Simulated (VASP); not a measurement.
# SnO2 (Pnnm) in VASP: a series of runs, part 2 of 2

VASP 6.6.1.

## (3) Single point, LDA

INCAR reads:

```
SYSTEM = SnO2
  PREC = Accurate
  ENCUT = 520
  EDIFF = 1E-6
  ISMEAR = 0
  SIGMA = 0.05
  LREAL = .False.
  LASPH = .True.
  NELM = 60
  ALGO = Normal
  ISIF = 2
  LWAVE = .False.
  LCHARG = .True.
  GGA = CA
  LELF = .True.
  LVHAR = .True.
  NBANDS = 35
```

KPOINTS reads:

```
regular mesh
0
Gamma
  6 6 8
  0 0 0
```

POSCAR reads:

```
SnO2
1.0
    4.8299657324      0.0000000000      0.0000000000
    0.0000000000      4.8305590713      0.0000000000
    0.0000000000      0.0000000000      3.2631512253
Sn O
2 4
Direct
    0.5000000000      0.5000000000      0.5000000000
    0.0000000000      0.0000000000      0.0000000000
    0.3059833077      0.2543006016      0.0000000000
    0.8059833077      0.2456993984      0.5000000000
    0.1940166923      0.7543006016      0.5000000000
    0.6940166923      0.7456993984      0.0000000000
```

Potentials or basis: VASP PAW LDA potentials, release 64 (Sn_d, O).

The run is started by

```sh
cat potpaw_LDA.64/Sn_d/POTCAR potpaw_LDA.64/O/POTCAR > POTCAR
mpirun -np 1 vasp_std > vasp.out
```

OUTCAR:

```text
SYSTEM = SnO2
   PREC = Accurate
   ENCUT = 520
   EDIFF = 1E-6
   ISMEAR = 0
   LREAL = .False.
   LASPH = .True.
   NELM = 60
   ISIF = 2
   GGA = CA

 ion  position               nearest neighbor table
   1  0.500  0.500  0.500-   5 1.92   4 1.92   6 2.22   6 2.22   3 2.22   3 2.22
   2  0.000  0.000  0.000-   3 1.92   6 1.92   4 2.22   4 2.22   5 2.22   5 2.22
   3  0.306  0.254  0.000-   2 1.92   1 2.22   1 2.22
   4  0.806  0.246  0.500-   1 1.92   2 2.22   2 2.22
   5  0.194  0.754  0.500-   1 1.92   2 2.22   2 2.22
   6  0.694  0.746  0.000-   2 1.92   1 2.22   1 2.22

  LATTYP: Found a simple orthorhombic cell.
 ALAT       =     3.2631512253
 B/A-ratio  =     1.4801538142
 C/A-ratio  =     1.4803356442

  Lattice vectors:

 A1 = (   0.0000000000,   0.0000000000,   3.2631512253)
 A2 = (   4.8299657324,   0.0000000000,   0.0000000000)
 A3 = (   0.0000000000,   4.8305590713,   0.0000000000)

Analysis of symmetry for initial positions (statically):
=====================================================================
 Subroutine PRICEL returns:
 Original cell was already a primitive cell.

 Routine SETGRP: Setting up the symmetry group for a
 simple orthorhombic supercell.

 Subroutine GETGRP returns: Found  8 space group operations
 (whereof  4 operations were pure point group operations)
 out of a pool of  8 trial point group operations.

The static configuration has the point symmetry C_2h.
 The point group associated with its full space group is D_2h.

Analysis of symmetry for dynamics (positions and initial velocities):
=====================================================================
 Subroutine PRICEL returns:
 Original cell was already a primitive cell.

 Routine SETGRP: Setting up the symmetry group for a
 simple orthorhombic supercell.

 Subroutine GETGRP returns: Found  8 space group operations
 (whereof  4 operations were pure point group operations)
 out of a pool of  8 trial point group operations.

The dynamic configuration has the point symmetry C_2h.
 The point group associated with its full space group is D_2h.

 Subroutine INISYM returns: Found  8 space group operations
 (whereof  4 operations are pure point group operations),
 and found     1 'primitive' translations

----------------------------------------------------------------------------------------

                                     Primitive cell

  volume of cell :      76.1340

  direct lattice vectors                    reciprocal lattice vectors
     4.829965732  0.000000000  0.000000000     0.207040806  0.000000000  0.000000000
     0.000000000  4.830559071  0.000000000     0.000000000  0.207015375  0.000000000
     0.000000000  0.000000000  3.263151225     0.000000000  0.000000000  0.306452239

  length of vectors
     4.829965732  4.830559071  3.263151225     0.207040806  0.207015375  0.306452239

  position of ions in fractional coordinates (direct lattice)
     0.500000000  0.500000000  0.500000000
     0.000000000  0.000000000  0.000000000
     0.305983308  0.254300602  0.000000000
     0.805983308  0.245699398  0.500000000
     0.194016692  0.754300602  0.500000000
     0.694016692  0.745699398  0.000000000

  ion indices of the primitive-cell ions
   primitive index   ion index
[... 26 lines left out ...]
     0.000000000  0.000000000  0.000000000

 Subroutine IBZKPT returns following result:
 ===========================================

 Found     80 irreducible k-points:

 Following reciprocal coordinates:
            Coordinates               Weight
  0.000000  0.000000  0.000000      1.000000
  0.166667  0.000000  0.000000      2.000000
  0.333333  0.000000  0.000000      2.000000
  0.500000  0.000000  0.000000      1.000000
  0.000000  0.166667  0.000000      2.000000
  0.166667  0.166667  0.000000      4.000000
[... 16 lines left out ...]
  0.333333  0.166667  0.125000      8.000000
  0.500000  0.166667  0.125000      4.000000
 [... further k-points ...]
   k-points           NKPTS =     80   k-points in BZ     NKDIM =     80   number of bands    NBANDS=     35
   number of dos      NEDOS =    301   number of ions     NIONS =      6
   total plane-waves  NPLWV =  31104
   dimension x,y,z NGX =    36 NGY =   36 NGZ =   24
   dimension x,y,z NGXF=    72 NGYF=   72 NGZF=   48
   ions per type =               2   4
   NGX,Y,Z   is equivalent  to a cutoff of  12.39, 12.39, 12.23 a.u.
   NGXF,Y,Z  is equivalent  to a cutoff of  24.78, 24.78, 24.45 a.u.
 SYSTEM =  SnO2
   PREC   = accura    normal or accurate (medium, high low for compatibility)
   ISTART =      0    job   : 0-new  1-cont  2-samecut
   ICHARG =      2    charge: 1-file 2-atom 10-const
   ISPIN  =      1    spin polarized calculation?
   LNONCOLLINEAR =      F non collinear calculations
   LSORBIT =      F    spin-orbit coupling
   LASPH  =      T    aspherical Exc in radial PAW
   ENCUT  =  520.0 eV  38.22 Ry    6.18 a.u.   8.98  8.98  6.07*2*pi/ulx,y,z
   NELM   =     60;   NELMIN=  2; NELMDL= -5     # of ELM steps
   EDIFF  = 0.1E-05   stopping-criterion for ELM
   LREAL  =      F    real-space projection
   EDIFFG = 0.1E-04   stopping-criterion for IOM
   NSW    =      0    number of steps for IOM
   IBRION =     -1    ionic relax: 0-MD 1-quasi-New 2-CG
   NFREE  =      0    steps in history (QN), initial steepest desc. (CG)
   ISIF   =      2    stress and relaxation
   ISYM   =      2    0-nonsym 1-usesym 2-fastsym
   POTIM  = 0.5000    time-step for ionic-motion
   TEBEG  =    0.0;   TEEND  =   0.0 temperature during run
   PSTRESS=    0.0 pullay stress
   NELECT =      52.0000    total number of electrons
   NUPDOWN=      -1.0000    fix difference up-down
   EMIN   =  10.00;   EMAX   =-10.00  energy-range for DOS
   EFERMI =   0.00;   METHOD = LEGACY
   ISMEAR =     0;   SIGMA  =   0.05  broadening in eV -4-tet -1-fermi 0-gaus
   EFERMI_NEDOS =   21; number of points for ismear=-14 and -15
   IALGO  =     38    algorithm
   IMIX   =      4    mixing-type and parameters
     AMIX     =   0.40;   BMIX     =  1.00
     AMIX_MAG =   1.60;   BMIX_MAG =  1.00
  volume/ion in A,a.u.               =      12.69        85.63
  Fermi-wavevector in a.u.,A,eV,Ry     =   1.441727  2.724469 28.280758  2.078577
  Thomas-Fermi vector in A             =   2.560327
   LORBIT       =      0    0 simple, 1 ext, 2 COOP (PROOUT), +10 PAW based schemes
   GGA     = CA    functional components
   LHFCALC =     F    Hartree Fock is set to
   AEXX    =    0.0000 exact exchange contribution
   IVDW    =     0    specifies the selected vdW correction
   LEPSILON=     F    determine dielectric tensor
   LRPA    =     F    only Hartree local field effects (RPA)
 non-spin polarized calculation
 Gauss-broadening in eV      SIGMA  =   0.05
  energy-cutoff  :      520.00
  volume of cell :       76.13
 maximum number of plane-waves:      2080
 NGX is ok and might be reduce to    36
   NGX = 17   NGY = 17   NGZ = 13

 number of electron      51.9999997 magnetization

 Free energy of the ion-electron system (eV)
  ---------------------------------------------------
  ext. energy  EPLUGINS =         0.00000000
  ---------------------------------------------------
  free energy    TOTEN  =       -40.84894656 eV

  energy without entropy =      -40.84894656  energy(sigma->0) =      -40.84894656

 E-fermi :   5.1349     XC(G=0): -11.5037

 val. band max:        4.8857631947   @ k =   0.0000   0.1667   0.1250
 cond. band min:       5.5998590417   @ k =   0.0000   0.0000   0.0000
 fundamental gap:      0.7140958471
 Fermi energy:         5.1348880098

 k-point     1 :       0.0000    0.0000    0.0000
  band No.  band energies     occupation
      1     -16.1023      2.00000
      2     -15.5428      2.00000
      3     -15.1392      2.00000
      4     -15.1053      2.00000
      5     -15.0530      2.00000
      6     -15.0505      2.00000
[... 901 lines left out ...]
     34      15.5352      0.00000
     35      17.3415      0.00000

 [... further k-points ...]
[... 5 lines left out ...]
  --------------------------------------------------------------------------------------
  -------------------------------------------------------------------------------------
  Total       -0.6874213     -5.3842406     -6.1509915     -0.0000000      0.0000000      0.0000000
  in kB      -14.4662157   -113.3069099   -129.4425497     -0.0000000      0.0000000      0.0000000
  external PRESSURE =     -85.7385585 kB  Pullay stress =       0.0000000 kB

 VOLUME and BASIS-vectors are now :
 -----------------------------------------------------------------------------
  energy-cutoff  :      520.00
  volume of cell :       76.13
      direct lattice vectors                 reciprocal lattice vectors
     4.829965732  0.000000000  0.000000000     0.207040806  0.000000000  0.000000000
     0.000000000  4.830559071  0.000000000     0.000000000  0.207015375  0.000000000
     0.000000000  0.000000000  3.263151225     0.000000000  0.000000000  0.306452239

 POSITION                                       TOTAL-FORCE (eV/Angst)
 -----------------------------------------------------------------------------------
      2.41498      2.41528      1.63158         0.000000      0.000000      0.000000
      0.00000      0.00000      0.00000         0.000000      0.000000      0.000000
      1.47789      1.22841      0.00000         2.030323      2.278199      0.000000
      3.89287      1.18687      1.63158         2.030323     -2.278199      0.000000
      0.93709      3.64369      1.63158        -2.030323      2.278199      0.000000
      3.35208      3.60214      0.00000        -2.030323     -2.278199      0.000000
 -----------------------------------------------------------------------------------
    total drift:                                0.000000     -0.000000     -0.000000

  FREE ENERGIE OF THE ION-ELECTRON SYSTEM (eV)
  ---------------------------------------------------
  free  energy   TOTEN  =       -40.8489465628 eV

  energy  without entropy=      -40.8489465628  energy(sigma->0) =      -40.84894656
```

Run time: 2.1 min. Hardware: 1 thread of Intel Xeon 6975P-C, shared host; peak memory 0.27 GiB.

What came out:

| Quantity | Value |
| --- | --- |
| Free energy | -40.8489 eV |
| Pressure | -8.6 GPa |
| Largest force | 3.052 eV/Å |
| Band gap on the k mesh | 0.71 eV, indirect (least direct gap 1.01 eV) |

Forces on the atoms (eV/Å):
```
Sn   0.000  0.000  0.000
Sn   0.000  0.000  0.000
O    2.030  2.278  0.000
O    2.030 -2.278  0.000
O   -2.030  2.278  0.000
O   -2.030 -2.278  0.000
```

Caveat: spin-orbit coupling is left out, which moves the levels of the heavy elements; forces of over 1 eV/Å act on the atoms, so gaps and moduli don't describe the material at rest. A k mesh can miss the band edges.

## (4) Single point, LDA

This run uses another cell than the first one, of 12.27 Å³/atom, 0.967 times its volume.

INCAR reads:

```
SYSTEM = SnO2
  PREC = Accurate
  ENCUT = 520
  EDIFF = 1E-6
  ISMEAR = 0
  SIGMA = 0.05
  LREAL = .FALSE.
  LASPH = .TRUE.
  NELM = 100
  ALGO = Normal
  ISIF = 2
  LWAVE = .FALSE.
  LCHARG = .FALSE.
  NBANDS = 35
```

KPOINTS reads:

```
Automatic mesh
0
G
  6 6 8
  0 0 0
```

Edit POSCAR of step 3 so:

```diff
@@ -2,5 +2,5 @@
 1.0
-    4.8299657324      0.0000000000      0.0000000000
-    0.0000000000      4.8305590713      0.0000000000
-    0.0000000000      0.0000000000      3.2631512253
+    4.7767255581      0.0000000000      0.0000000000
+    0.0000000000      4.7773123567      0.0000000000
+    0.0000000000      0.0000000000      3.2271818729
 Sn O
```

The run is started by

```sh
cat potpaw_LDA.64/Sn_d/POTCAR potpaw_LDA.64/O/POTCAR > POTCAR
mpirun -np 1 vasp_std > vasp.out
```

Wall time 6.4 min (1 thread of AMD EPYC 7R13, shared host); peak memory 0.23 GiB.

It converged, with:

```
Free energy            : -40.9355 eV
Pressure               : -2.9 GPa
Largest force          : 3.380 eV/Å
Band gap on the k mesh : 0.92 eV, indirect (least direct gap 1.08 eV)
```

Forces on the atoms (eV/Å):
```
Sn   0.000  0.000  0.000
Sn   0.000  0.000  0.000
O    2.299  2.478  0.000
O    2.299 -2.478  0.000
O   -2.299  2.478  0.000
O   -2.299 -2.478  0.000
```

Stress tensor (GPa, compression positive):
```
 5.66  0.00  0.00
 0.00 -5.54  0.00
 0.00  0.00 -8.72
```

Levels at points of the mesh, in eV from the valence-band top:
```csv
k point,band 23,band 24,band 25,band 26,band 27,band 28,band 29,band 30
"(0.00, 0.00, 0.00)",-0.94,-0.50,-0.41,-0.16,0.92,5.97,6.05,6.82
"(0.50, 0.00, 0.00)",-0.91,-0.91,-0.27,-0.27,4.30,4.30,7.75,7.75
"(0.00, 0.50, 0.00)",-0.90,-0.90,-0.19,-0.19,4.12,4.12,7.00,7.00
"(0.50, 0.50, 0.00)",-1.11,-1.11,-0.50,-0.50,5.13,5.13,7.46,7.46
"(0.00, 0.00, 0.50)",-1.44,-1.44,-0.83,-0.83,5.50,5.50,8.42,8.42
"(0.50, 0.00, 0.50)",-1.03,-1.03,-0.17,-0.17,5.77,5.77,6.88,6.88
"(0.00, 0.50, 0.50)",-0.68,-0.68,-0.56,-0.56,5.92,5.92,6.87,6.87
"(0.50, 0.50, 0.50)",-0.47,-0.47,-0.43,-0.43,3.36,3.36,9.50,9.50
```

Caveat: spin-orbit coupling is left out, which moves the levels of the heavy elements; forces of over 1 eV/Å act on the atoms, so gaps and moduli don't describe the material at rest. As with any semilocal functional, this LDA gap is likely too small.
